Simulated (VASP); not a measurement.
The system is Bi.

```
CELL_PARAMETERS angstrom
2.26750 1.30914 3.93800
-2.26750 1.30914 3.93800
0.00000 -2.61828 3.93800
ATOMIC_POSITIONS crystal
Bi 0.76600 0.76600 0.76600
Bi 0.23400 0.23400 0.23400
```

```yaml
Program: VASP 6.6.1
Task: relaxation of cell and atoms
Functional: PBEsol
Potentials_or_basis: VASP PAW PBE potentials, release 64 (Bi_d)
Cutoff: 600 eV
k_mesh: 7 × 7 × 7
Occupations: fermi-dirac, width 0.05 eV
Spin: no spin polarisation
```

At the start: pressure -0.4 GPa; volume 35.07 Å³/atom.

Problem. How do energy, volume and symmetry change on relaxing?

Solution. Over 16 steps the energy falls by 3.4 meV/atom and the volume is 34.29 Å³/atom (-2.2 %); space group R-3m (No. 166, to 0.1 Å) before and after.

The path:
| step | energy change (eV) | largest force (eV/Å) | pressure (GPa) | volume (Å³) |
| --- | --- | --- | --- | --- |
| 1 | 0.0000 | 0.1348 | -0.37 | 70.14 |
| 2 | -0.0027 | 0.1364 | 0.08 | 69.32 |
| 3 | -0.0032 | 0.1363 | 0.37 | 68.80 |
| 4 | -0.0050 | 0.0853 | 0.22 | 68.79 |
| 5 | -0.0065 | 0.0115 | -0.05 | 68.75 |
| 6 | -0.0065 | 0.0165 | -0.04 | 68.75 |
| 7 | -0.0067 | 0.0125 | 0.00 | 68.68 |
| 8 | -0.0068 | 0.0092 | 0.03 | 68.61 |
| 9 | -0.0068 | 0.0008 | 0.09 | 68.48 |
| 10 | -0.0068 | 0.0008 | 0.04 | 68.53 |
| 11 | -0.0068 | 0.0038 | 0.04 | 68.52 |
| 12 | -0.0068 | 0.0027 | 0.06 | 68.50 |
| 13 | -0.0068 | 0.0003 | 0.08 | 68.51 |
| 14 | -0.0068 | 0.0005 | 0.08 | 68.51 |
| 15 | -0.0068 | 0.0099 | -0.05 | 68.65 |
| 16 | -0.0068 | 0.0043 | -0.01 | 68.58 |

Final structure:
```cif
data_structure
_symmetry_space_group_name_H-M 'P 1'
_symmetry_Int_Tables_number 1
_cell_length_a 4.6575
_cell_length_b 4.6575
_cell_length_c 4.6575
_cell_angle_alpha 58.253
_cell_angle_beta 58.253
_cell_angle_gamma 58.253
_cell_volume 68.58
loop_
_atom_site_label
_atom_site_type_symbol
_atom_site_fract_x
_atom_site_fract_y
_atom_site_fract_z
_atom_site_occupancy
Bi1 Bi 0.76309 0.76309 0.76309 1
Bi2 Bi 0.23691 0.23691 0.23691 1
```

Caveat: the PAW data sets were made with another functional, which shifts forces and pressure a little.
